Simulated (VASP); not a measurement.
Here is a VASP 6.6.1 calculation.

Contents of INCAR:

```
  ALGO = Normal
  EDIFF = 1E-7
  ENCUT = 520
  GGA = PE
  ISIF = 2
  ISMEAR = -1
  LASPH = T
  LCHARG = F
  LREAL = F
  LWAVE = F
  NBANDS = 17
  NELM = 100
  PREC = Accurate
  SIGMA = 0.03
```

KPOINTS

```
k-points
0
Gamma
  10 10 10
```

The input POSCAR:

```
BiAs
1.0
    0.0000000000      3.3528526290      3.3528526290
    3.3528526290      0.0000000000      3.3528526290
    3.3528526290      3.3528526290      0.0000000000
Bi As
1 1
Direct
    0.0000000000      0.0000000000      0.0000000000
    0.2500000000      0.2500000000      0.2500000000
```

Potentials or basis: VASP PAW PBE potentials, release 64 (Bi_d, As).

Command:

```console
$ cat potpaw_PBE.64/Bi_d/POTCAR potpaw_PBE.64/As/POTCAR > POTCAR
$ mpirun -np 1 vasp_std > vasp.out
```

What does it give for the pressure?

0.0 GPa.

Predict the band gap on the k mesh.

zero (band 10 reaches 3.78 eV, above the bottom of band 11 at 3.04 eV).

Caveat: spin-orbit coupling is left out, which moves the levels of the heavy elements.
